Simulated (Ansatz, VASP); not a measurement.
Two plane-wave programs on HgTe

File INCAR:

```
SYSTEM = HgTe
PREC = Accurate
ENCUT = 520
EDIFF = 1E-6
ISMEAR = -1
SIGMA = 0.02
LREAL = .False.
LASPH = .True.
NELM = 80
ALGO = Normal
ISIF = 2
LWAVE = .False.
LCHARG = .True.
GGA = PE
LELF = .True.
LVHAR = .True.
NBANDS = 26
```

Contents of KPOINTS:

```
Automatic mesh
0
Gamma
  6 6 4
  0 0 0
```

File POSCAR:

```
HgTe
1.0
    4.6028612278      0.0000000000      0.0000000000
   -2.3014306139      3.9861947533      0.0000000000
    0.0000000000      0.0000000000      7.5536520685
Hg Te
2 2
Direct
    0.3333333333      0.6666666667      0.0003155690
    0.6666666667      0.3333333333      0.5003155690
    0.3333333333      0.6666666667      0.3746844310
    0.6666666667      0.3333333333      0.8746844310
```

Input for Ansatz:

```yaml
crystal:
  lattice:
    - [4.6028612278, 0.0, 0.0]
    - [-2.3014306139, 3.9861947533, 0.0]
    - [0.0, 0.0, 7.5536520685]
  atoms:
    - { symbol: Hg, position: [0.3333333333, 0.6666666667, 0.000315569] }
    - { symbol: Hg, position: [0.6666666667, 0.3333333333, 0.500315569] }
    - { symbol: Te, position: [0.3333333333, 0.6666666667, 0.374684431] }
    - { symbol: Te, position: [0.6666666667, 0.3333333333, 0.874684431] }
kpoints:
  mp_grid: { grid: [6, 6, 4] }
hamiltonian:
  xc: pbe
scf:
  occupations: { method: fermi_dirac, width: 0.02 }
  n_extra_bands: 5
output:
  forces: true
  stress: true
  eigenvalues: true
```

Alike in both runs: task single point; functional PBE; k mesh 6 × 6 × 4; occupations fermi-dirac, width 0.02 eV; no spin polarisation.

|  | VASP | Ansatz |
| --- | --- | --- |
| version | VASP 6.6.1 | Ansatz 0.2.0 |
| potentials or method | VASP PAW PBE potentials, release 64 (Hg, Te) | plane waves, PAW |
| plane-wave cutoff (eV) | 520 | 420 |
| valence electrons in the cell | 36 | 72 |

```csv
,VASP,Ansatz,Ansatz less VASP
pressure (GPa),2.5,2.5,-0.07
rms of the force components (eV/Å),0.006,0.005,-0.0008
```

Atom by atom the forces differ by 0.001 eV/Å (rms over components). With one functional, cell and mesh, what is left measures potentials, basis and numerics. VASP's potentials hold 36 valence electrons a cell and Ansatz's 72, so a difference there can come from the potentials and not from the codes.

Spin-orbit coupling is off throughout.
